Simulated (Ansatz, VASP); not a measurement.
# GaP in VASP and in Ansatz

Contents of INCAR:

```
ALGO = Normal
EDIFF = 1E-6
ENCUT = 500
GGA_COMPAT = F
ISIF = 2
ISMEAR = 0
LASPH = T
LCHARG = T
LELF = T
LREAL = F
LVHAR = T
LWAVE = F
NBANDS = 16
NELM = 120
PREC = Accurate
SIGMA = 0.02
```

File KPOINTS:

```
k-points
0
Gamma
  6 6 6
```

File POSCAR:

```
GaP
1.0
    0.0000000000      2.6958000000      2.6958000000
    2.6958000000      0.0000000000      2.6958000000
    2.6958000000      2.6958000000      0.0000000000
Ga P
1 1
Direct
    0.0000000000      0.0000000000      0.0000000000
    0.2500000000      0.2500000000      0.2500000000
```

Input for Ansatz:

```yaml
crystal:
  lattice:
    - [0.0, 2.6958, 2.6958]
    - [2.6958, 0.0, 2.6958]
    - [2.6958, 2.6958, 0.0]
  atoms:
    - { symbol: Ga, position: [0.0, 0.0, 0.0] }
    - { symbol: P, position: [0.25, 0.25, 0.25] }
basis:
  ecutwfc: 420
kpoints:
  mp_grid: { grid: [6, 6, 6] }
hamiltonian:
  xc: lda
scf:
  occupations: { method: gaussian, width: 0.02 }
output:
  forces: true
  stress: true
  eigenvalues: true
```

Alike in both runs: task single point; functional LDA; k mesh 6 × 6 × 6; occupations gaussian, width 0.02 eV; no spin polarisation.

```csv
,VASP,Ansatz
version,VASP 6.6.1,Ansatz 0.2.0
potentials or method,"VASP PAW LDA potentials, release 64 (Ga_d, P), cutoff 500 eV","scalar-relativistic, plane waves, PAW"
valence electrons in the cell,18,18
```

|  | VASP | Ansatz | Ansatz less VASP |
| --- | --- | --- | --- |
| gap on the k mesh at the Fermi level (eV) | 1.42 | 1.43 | +0.001 |
| least direct gap on the mesh (eV) | 1.91 | 1.88 | -0.029 |
| pressure (GPa) | 0.1 | 0.0 | -0.08 |

LDA's correlation is that of Perdew and Zunger in VASP and of Perdew and Wang (1992) in Ansatz.
